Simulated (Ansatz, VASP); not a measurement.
## Re: VASP beside Ansatz

The input INCAR:

```
SYSTEM = Re
PREC = Accurate
ENCUT = 520
EDIFF = 1E-6
ISMEAR = -1
SIGMA = 0.1
LREAL = .FALSE.
LASPH = .TRUE.
NELM = 100
ALGO = Normal
ISIF = 2
LWAVE = .FALSE.
LCHARG = .FALSE.
GGA = B5
ALDAX = 1.0
AGGAX = 1.0
AGGAC = 1.0
ALDAC = 0.0
NBANDS = 10
```

KPOINTS

```
Automatic mesh
0
G
  15 15 15
  0 0 0
```

The input POSCAR:

```
Re
1.0
    0.0000000000      2.0341937530      2.0341937530
    2.0341937530      0.0000000000      2.0341937530
    2.0341937530      2.0341937530      0.0000000000
Re
1
Direct
    0.0000000000      0.0000000000      0.0000000000
```

Input for Ansatz:

```yaml
crystal:
  lattice:
    - [0.0, 2.034193753, 2.034193753]
    - [2.034193753, 0.0, 2.034193753]
    - [2.034193753, 2.034193753, 0.0]
  atoms:
    - { symbol: Re, position: [0.0, 0.0, 0.0] }
hamiltonian:
  xc: blyp
  pseudopotentials:
    kind: paw
    azcp:
      Re: "pseudopotentials/Re.paw.azcp"
basis:
  ecutwfc: 420
  fft_grid_basis: typed
kpoints:
  mp_grid: { grid: [15, 15, 15], shift: [0, 0, 0] }
magnetization:
  spin_polarized: false
scf:
  occupations: { method: fermi_dirac, width: 0.1 }
  lower_state_search: "off"
output:
  stress: true
  write_density: true
  write_potential: true
  elf: true
  volumetric_format: npy
```

Alike in both runs: task single point; functional BLYP; k mesh 15 × 15 × 15; occupations fermi-dirac, width 0.1 eV; no spin polarisation.

|  | VASP | Ansatz |
| --- | --- | --- |
| version | VASP 6.6.1 | Ansatz 0.2.0 |
| potentials or method | VASP PAW PBE potentials, release 64 (Re), cutoff 520 eV | plane waves (420 eV) with PAW, scalar-relativistic |
| valence electrons in the cell | 7 | 15 |

|  | VASP | Ansatz | Ansatz less VASP |
| --- | --- | --- | --- |
| pressure (GPa) | -19.7 | -20.7 | -1.01 |

VASP's potentials were made for PBE, not for BLYP. With one functional, cell and mesh, what is left measures potentials, basis and numerics. VASP's potentials hold 7 valence electrons a cell and Ansatz's 15, so a difference there can come from the potentials and not from the codes.

Neither program's run includes spin-orbit coupling.
